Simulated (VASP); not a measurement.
# BiTe (Fm-3m) in VASP: notebook, part 2 of 2

VASP 6.6.1. The steps go on from the part before.

### 3 Single point, PBEsol (volume scaled by 1.02)

INCAR

```
PREC = Accurate ; ENCUT = 520
EDIFF = 1E-7 ; ISMEAR = -1
SIGMA = 0.15 ; LREAL = F
LASPH = T ; NELM = 80
ALGO = Normal ; ISIF = 2
LWAVE = F ; LCHARG = T
GGA = PS ; LELF = T
LVHAR = T ; NBANDS = 18
```

KPOINTS

```
regular mesh
0
Gamma
  12 12 12
```

POSCAR

```
BiTe
1.0
    0.0000000000      3.2217742641      3.2217742641
    3.2217742641      0.0000000000      3.2217742641
    3.2217742641      3.2217742641      0.0000000000
Bi Te
1 1
Direct
    0.0000000000      0.0000000000      0.0000000000
    0.5000000000      0.5000000000      0.5000000000
```

Potentials or basis: VASP PAW PBE potentials, release 64 (Bi_d, Te).

Command:

```
$ cat potpaw_PBE.64/Bi_d/POTCAR potpaw_PBE.64/Te/POTCAR > POTCAR
$ mpirun -np 1 vasp_std > vasp.out
```

OUTCAR:

```text
PREC = Accurate
   ENCUT = 520
   EDIFF = 1E-7
   ISMEAR = -1
   LREAL = F
   LASPH = T
   NELM = 80
   ISIF = 2
   GGA = PS

 ion  position               nearest neighbor table
   1  0.000  0.000  0.000-   2 3.22   2 3.22   2 3.22   2 3.22   2 3.22   2 3.22
   2  0.500  0.500  0.500-   1 3.22   1 3.22   1 3.22   1 3.22   1 3.22   1 3.22

  LATTYP: Found a face centered cubic cell.
 ALAT       =     6.4435485282

  Lattice vectors:

 A1 = (   0.0000000000,   3.2217742641,   3.2217742641)
 A2 = (   3.2217742641,   0.0000000000,   3.2217742641)
 A3 = (   3.2217742641,   3.2217742641,   0.0000000000)

Analysis of symmetry for initial positions (statically):
=====================================================================
 Subroutine PRICEL returns:
 Original cell was already a primitive cell.

 Routine SETGRP: Setting up the symmetry group for a
 face centered cubic supercell.

 Subroutine GETGRP returns: Found 48 space group operations
 (whereof 48 operations were pure point group operations)
 out of a pool of 48 trial point group operations.

The static configuration has the point symmetry O_h .

Analysis of symmetry for dynamics (positions and initial velocities):
=====================================================================
 Subroutine PRICEL returns:
 Original cell was already a primitive cell.

 Routine SETGRP: Setting up the symmetry group for a
 face centered cubic supercell.

 Subroutine GETGRP returns: Found 48 space group operations
 (whereof 48 operations were pure point group operations)
 out of a pool of 48 trial point group operations.

The dynamic configuration has the point symmetry O_h .

 Subroutine INISYM returns: Found 48 space group operations
 (whereof 48 operations are pure point group operations),
 and found     1 'primitive' translations

----------------------------------------------------------------------------------------

                                     Primitive cell

  volume of cell :      66.8829

  direct lattice vectors                    reciprocal lattice vectors
     0.000000000  3.221774264  3.221774264    -0.155193989  0.155193989  0.155193989
     3.221774264  0.000000000  3.221774264     0.155193989 -0.155193989  0.155193989
     3.221774264  3.221774264  0.000000000     0.155193989  0.155193989 -0.155193989

  length of vectors
     4.556276859  4.556276859  4.556276859     0.268803874  0.268803874  0.268803874

  position of ions in fractional coordinates (direct lattice)
     0.000000000  0.000000000  0.000000000
     0.500000000  0.500000000  0.500000000

  ion indices of the primitive-cell ions
   primitive index   ion index
                 1           1
                 2           2

----------------------------------------------------------------------------------------

 KPOINTS: regular mesh

Automatic generation of k-mesh.
 Grid dimensions read from file:
 generate k-points for:   12   12   12

 Generating k-lattice:

  Cartesian coordinates                     Fractional coordinates (reciprocal lattice)
    -0.012932832  0.012932832  0.012932832     0.083333333  0.000000000  0.000000000
     0.012932832 -0.012932832  0.012932832     0.000000000  0.083333333  0.000000000
     0.012932832  0.012932832 -0.012932832     0.000000000  0.000000000  0.083333333

  Length of vectors
     0.022400323  0.022400323  0.022400323

  Shift w.r.t. Gamma in fractional coordinates (k-lattice)
     0.000000000  0.000000000  0.000000000

 Subroutine IBZKPT returns following result:
 ===========================================

 Found     72 irreducible k-points:

 Following reciprocal coordinates:
            Coordinates               Weight
  0.000000  0.000000  0.000000      1.000000
  0.083333  0.000000  0.000000      8.000000
  0.166667  0.000000  0.000000      8.000000
  0.250000  0.000000  0.000000      8.000000
  0.333333  0.000000  0.000000      8.000000
  0.416667  0.000000  0.000000      8.000000
[... 16 lines left out ...]
  0.500000  0.166667  0.000000     24.000000
 -0.416667  0.166667  0.000000     24.000000
 [... further k-points ...]
   k-points           NKPTS =     72   k-points in BZ     NKDIM =     72   number of bands    NBANDS=     18
   number of dos      NEDOS =    301   number of ions     NIONS =      2
   total plane-waves  NPLWV =  46656
   dimension x,y,z NGX =    36 NGY =   36 NGZ =   36
   dimension x,y,z NGXF=    72 NGYF=   72 NGZF=   72
   ions per type =               1   1
   NGX,Y,Z   is equivalent  to a cutoff of  13.14, 13.14, 13.14 a.u.
   NGXF,Y,Z  is equivalent  to a cutoff of  26.27, 26.27, 26.27 a.u.
 SYSTEM =  unknown system
   PREC   = accura    normal or accurate (medium, high low for compatibility)
   ISTART =      0    job   : 0-new  1-cont  2-samecut
   ICHARG =      2    charge: 1-file 2-atom 10-const
   ISPIN  =      1    spin polarized calculation?
   LNONCOLLINEAR =      F non collinear calculations
   LSORBIT =      F    spin-orbit coupling
   LASPH  =      T    aspherical Exc in radial PAW
   ENCUT  =  520.0 eV  38.22 Ry    6.18 a.u.   8.47  8.47  8.47*2*pi/ulx,y,z
   NELM   =     80;   NELMIN=  2; NELMDL= -5     # of ELM steps
   EDIFF  = 0.1E-06   stopping-criterion for ELM
   LREAL  =      F    real-space projection
   EDIFFG = 0.1E-05   stopping-criterion for IOM
   NSW    =      0    number of steps for IOM
   IBRION =     -1    ionic relax: 0-MD 1-quasi-New 2-CG
   NFREE  =      0    steps in history (QN), initial steepest desc. (CG)
   ISIF   =      2    stress and relaxation
   ISYM   =      2    0-nonsym 1-usesym 2-fastsym
   POTIM  = 0.5000    time-step for ionic-motion
   TEBEG  =    0.0;   TEEND  =   0.0 temperature during run
   PSTRESS=    0.0 pullay stress
   NELECT =      21.0000    total number of electrons
   NUPDOWN=      -1.0000    fix difference up-down
   EMIN   =  10.00;   EMAX   =-10.00  energy-range for DOS
   EFERMI =   0.00;   METHOD = LEGACY
   ISMEAR =    -1;   SIGMA  =   0.15  broadening in eV -4-tet -1-fermi 0-gaus
   EFERMI_NEDOS =   21; number of points for ismear=-14 and -15
   IALGO  =     38    algorithm
   IMIX   =      4    mixing-type and parameters
     AMIX     =   0.40;   BMIX     =  1.00
     AMIX_MAG =   1.60;   BMIX_MAG =  1.00
  volume/ion in A,a.u.               =      33.44       225.67
  Fermi-wavevector in a.u.,A,eV,Ry     =   1.112695  2.102689 16.845241  1.238090
  Thomas-Fermi vector in A             =   2.249272
   LORBIT       =      0    0 simple, 1 ext, 2 COOP (PROOUT), +10 PAW based schemes
   GGA     = PS    functional components
   LHFCALC =     F    Hartree Fock is set to
   AEXX    =    0.0000 exact exchange contribution
   IVDW    =     0    specifies the selected vdW correction
   LEPSILON=     F    determine dielectric tensor
   LRPA    =     F    only Hartree local field effects (RPA)
 non-spin polarized calculation
  energy-cutoff  :      520.00
  volume of cell :       66.88
 maximum number of plane-waves:      1828
 NGX is ok and might be reduce to    36
   NGX = 17   NGY = 17   NGZ = 17

 number of electron      21.0000003 magnetization

 Free energy of the ion-electron system (eV)
  ---------------------------------------------------
  ext. energy  EPLUGINS =         0.00000000
  ---------------------------------------------------
  free energy    TOTEN  =        -8.03441239 eV

  energy without entropy =       -7.93295238  energy(sigma->0) =       -7.98368239

 E-fermi :   6.6431     XC(G=0):  -9.6475

 val. band max:        6.6285316666   @ k =  -0.2500   0.2500   0.0000
 cond. band min:       6.6622346771   @ k =   0.3333   0.0000   0.0000
 fundamental gap:      0.0337030105
 Fermi energy:         6.6430758696

 k-point     1 :       0.0000    0.0000    0.0000
  band No.  band energies     occupation
      1     -16.4325      2.00000
      2     -16.4325      2.00000
      3     -16.4272      2.00000
      4     -16.4272      2.00000
      5     -16.4272      2.00000
      6      -6.9795      2.00000
[... 10 lines left out ...]
     17      12.6903      0.00000
     18      13.0434      0.00000
[... 463 lines left out ...]
 k-point    24 :      -0.4167    0.1667    0.0000
  band No.  band energies     occupation
      1     -16.4388      2.00000
      2     -16.4357      2.00000
      3     -16.4243      2.00000
      4     -16.4209      2.00000
      5     -16.4197      2.00000
      6      -4.9525      2.00000
[... 10 lines left out ...]
     17      16.1205      0.00000
     18      17.3572      0.00000

 [... further k-points ...]

------------------------ aborting loop because EDIFF is reached ----------------------------------------

  FORCE on cell =-STRESS in cart. coord.  units (eV):
  Direction    XX          YY          ZZ          XY          YZ          ZX
  --------------------------------------------------------------------------------------
  -------------------------------------------------------------------------------------
  Total       -0.4298602     -0.4298602     -0.4298602      0.0000000      0.0000000      0.0000000
  in kB      -10.2972797    -10.2972797    -10.2972797      0.0000000      0.0000000      0.0000000
  external PRESSURE =     -10.2972797 kB  Pullay stress =       0.0000000 kB

 VOLUME and BASIS-vectors are now :
 -----------------------------------------------------------------------------
  energy-cutoff  :      520.00
  volume of cell :       66.88
      direct lattice vectors                 reciprocal lattice vectors
     0.000000000  3.221774264  3.221774264    -0.155193989  0.155193989  0.155193989
     3.221774264  0.000000000  3.221774264     0.155193989 -0.155193989  0.155193989
     3.221774264  3.221774264  0.000000000     0.155193989  0.155193989 -0.155193989

 POSITION                                       TOTAL-FORCE (eV/Angst)
 -----------------------------------------------------------------------------------
      0.00000      0.00000      0.00000         0.000000      0.000000      0.000000
      3.22177      3.22177      3.22177         0.000000     -0.000000     -0.000000
 -----------------------------------------------------------------------------------
    total drift:                               -0.000000      0.000000      0.000000

  FREE ENERGIE OF THE ION-ELECTRON SYSTEM (eV)
  ---------------------------------------------------
  free  energy   TOTEN  =        -8.0344123926 eV

  energy  without entropy=       -7.9329523816  energy(sigma->0) =       -7.98368239
```

stdout:

```text
POSCAR found type information on POSCAR BiTe
 POSCAR found :  2 types and       2 ions
 scaLAPACK will be used
 -----------------------------------------------------------------------------
|                                                                             |
|                                                                             |
|     You enforced a specific xc type in the INCAR file but a different       |
|     I HOPE YOU KNOW WHAT YOU ARE DOING!                                     |
|                                                                             |
 -----------------------------------------------------------------------------

 LDA part: xc-table for (Slater+PW92), standard interpolation
 POSCAR, INCAR and KPOINTS ok, starting setup
 FFT: planning ... GRIDC
 FFT: planning ... GRID_SOFT
 FFT: planning ... GRID
 WAVECAR not read
 entering main loop
```

Run time: 70 s. Hardware: 1 thread of Intel Xeon Platinum 8488C (Sapphire Rapids), shared host; peak memory 0.26 GiB.

Results:

| Item | Value |
| --- | --- |
| Free energy | -8.0344 eV |
| Pressure | -1.0 GPa |

Caveat: the PAW data sets were made with another functional, which shifts forces and pressure a little; spin-orbit coupling is left out, which moves the levels of the heavy elements.

### 4 Single point, PBEsol (volume scaled by 0.88)

INCAR

```
PREC = Accurate
ENCUT = 520
EDIFF = 1E-6
ISMEAR = 0
SIGMA = 0.1
LREAL = F
LASPH = T
NELM = 60
ALGO = Normal
ISIF = 2
LWAVE = F
LCHARG = F
GGA = PS
NBANDS = 18
```

KPOINTS is that of step 3.

POSCAR

```
BiTe
1.0
    0.0000000000      3.0637812678      3.0637812678
    3.0637812678      0.0000000000      3.0637812678
    3.0637812678      3.0637812678      0.0000000000
Bi Te
1 1
Direct
    0.0000000000      0.0000000000      0.0000000000
    0.5000000000      0.5000000000      0.5000000000
```

Command:

```
$ cat potpaw_PBE.64/Bi_d/POTCAR potpaw_PBE.64/Te/POTCAR > POTCAR
$ mpirun -np 1 vasp_std > vasp.out
```

Run time: 19 s. Hardware: 1 thread of Intel Xeon 6975P-C (Granite Rapids), shared host; peak memory 0.22 GiB.

It converged, with:

```
Free energy : -7.7883 eV
Pressure    : 9.4 GPa
```

Levels at points of the mesh, in eV from the Fermi level:
| k point | band 7 | band 8 | band 9 | band 10 | band 11 | band 12 | band 13 | band 14 |
| --- | --- | --- | --- | --- | --- | --- | --- | --- |
| (0.00, 0.00, 0.00) | -7.43 | -2.97 | -2.97 | -2.97 | 2.51 | 2.51 | 2.51 | 4.39 |
| (0.50, 0.00, 0.00) | -11.93 | -2.22 | -2.22 | -1.49 | -0.91 | -0.90 | -0.90 | 7.66 |
| (0.50, 0.50, 0.00) | -9.98 | -6.85 | -4.82 | -4.82 | 1.56 | 4.43 | 4.43 | 6.28 |

Caveat: the PAW data sets were made with another functional, which shifts forces and pressure a little; spin-orbit coupling is left out, which moves the levels of the heavy elements.

### 5 Single point, PBEsol (volume scaled by 0.91)

Edit INCAR of step 4 so:

```diff
@@ -2,3 +2,3 @@
 ENCUT = 520
-EDIFF = 1E-6
+EDIFF = 1E-7
 ISMEAR = 0
```

KPOINTS

```
Automatic mesh
0
Gamma
  12 12 12
```

POSCAR

```
BiTe
1.0
    0.0000000000      3.0982086580      3.0982086580
    3.0982086580      0.0000000000      3.0982086580
    3.0982086580      3.0982086580      0.0000000000
Bi Te
1 1
Direct
    0.0000000000      0.0000000000      0.0000000000
    0.5000000000      0.5000000000      0.5000000000
```

Command:

```
$ cat potpaw_PBE.64/Bi_d/POTCAR potpaw_PBE.64/Te/POTCAR > POTCAR
$ mpirun -np 1 vasp_std > vasp.out
```

It took 30 s on 1 thread of Intel Xeon 6975P-C (Granite Rapids), shared host; peak memory 0.24 GiB.

It converged, with:

| Property | Result |
| --- | --- |
| Free energy | -7.8845 eV |
| Pressure | 6.4 GPa |

Levels at points of the mesh, in eV from the Fermi level:
```
           k point  band 7  band 8  band 9  band 10  band 11  band 12  band 13  band 14
(0.00, 0.00, 0.00)   -7.59   -2.87   -2.87    -2.87     2.44     2.44     2.44     4.45
(0.50, 0.00, 0.00)  -11.76   -2.15   -2.15    -1.52    -0.89    -0.83    -0.83     7.57
(0.50, 0.50, 0.00)   -9.97   -6.59   -4.64    -4.64     1.70     4.25     4.25     5.99
```

Caveat: the PAW data sets were made with another functional, which shifts forces and pressure a little; spin-orbit coupling is left out, which moves the levels of the heavy elements.

### 6 Summary

| cell | smearing | gap on the mesh (eV) | pressure (GPa) |
| --- | --- | --- | --- |
| a = 4.526 Å, angles 60.0°, 2 atoms | fermi-dirac 0.15 eV | none | 0.0 |
| a = 4.556 Å, angles 60.0°, 2 atoms | fermi-dirac 0.15 eV | none | -1.0 |
| a = 4.333 Å, angles 60.0°, 2 atoms | gaussian 0.1 eV | none | 9.4 |
| a = 4.382 Å, angles 60.0°, 2 atoms | gaussian 0.1 eV | none | 6.4 |

Alike in all rows: task single point; level PBEsol; potentials or basis VASP PAW PBE potentials, release 64 (Bi_d, Te); no spin polarisation; k mesh 12 × 12 × 12; cutoff (eV) 520.

Caveats: the PAW data sets were made with another functional, which shifts forces and pressure a little; spin-orbit coupling is left out, which moves the levels of the heavy elements.

Total energies depend on the potentials used, so only differences within one code and one set of settings carry meaning.
